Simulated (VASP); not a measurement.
Set up this calculation in VASP 6.6.1, as the native input.

```yaml
Task: relaxation of cell and atoms
Functional: PBEsol
Potentials_or_basis: VASP PAW PBE potentials, release 64 (Hf_pv)
Cutoff: 500 eV
k_mesh: 7 × 7 × 7
Occupations: methfessel-paxton, width 0.05 eV
Spin: no spin polarisation
Target_pressure: 20 GPa
Dipole_correction: no
Further_INCAR_settings: ALGO = Normal; EDIFF = 1e-07; IBRION = 2; EDIFFG = -0.02; NSW = 80; ISIF = 3
```

The structure of Hf lies in POSCAR:

```
Hf
1.0
   -1.8050000000      1.8050000000      1.8050000000
    1.8050000000     -1.8050000000      1.8050000000
    1.8050000000      1.8050000000     -1.8050000000
Hf
1
Direct
    0.0000000000      0.0000000000      0.0000000000
```

These files were run (other wordings do the same):

INCAR

```
SYSTEM = Hf
PREC = Accurate
ENCUT = 500
EDIFF = 1E-7
ISMEAR = 1
SIGMA = 0.05
LREAL = .False.
LASPH = .True.
NELM = 120
ALGO = Normal
ISIF = 3
LWAVE = .False.
LCHARG = .False.
GGA = PS
IBRION = 2
NSW = 80
EDIFFG = -0.02
PSTRESS = 200.0
GGA_COMPAT = .False.
NELMIN = 4
```

KPOINTS

```
regular mesh
0
Gamma
  7 7 7
  0 0 0
```

Potentials or basis: VASP PAW PBE potentials, release 64 (Hf_pv).

Launch:

```sh
$ cat potpaw_PBE.64/Hf_pv/POTCAR > POTCAR
$ mpirun -np 1 vasp_std > vasp.out
```

It gave:

- Relaxed volume: 18.33 Å³/atom
- Relaxed cell: a = 2.877 Å, b = 2.877 Å, c = 2.877 Å, α = 109.47°, β = 109.47°, γ = 109.47°
- Space group after relaxing (to 0.05 Å): Im-3m (No. 229)
- Energy change on relaxing (the enthalpy is what falls): +154.6 meV/atom
- Ionic steps: 7
- Pressure after relaxing: 20.0 GPa
- Band gap on the k mesh: zero (band 5 reaches 7.47 eV, above the bottom of band 6 at 5.17 eV)

Caveat: the cell is relaxed towards a set pressure, so the enthalpy falls and the energy may rise; the volume moved by over 15 % at a fixed basis, so the end points are rough; the PAW data sets were made with another functional, which shifts forces and pressure a little; spin-orbit coupling is left out, which moves the levels of the heavy elements.

Wall time 10 s on 1 thread of Intel(R) Xeon(R) 6975P-C (Granite Rapids), with other jobs on the host, peak memory 0.15 GiB.
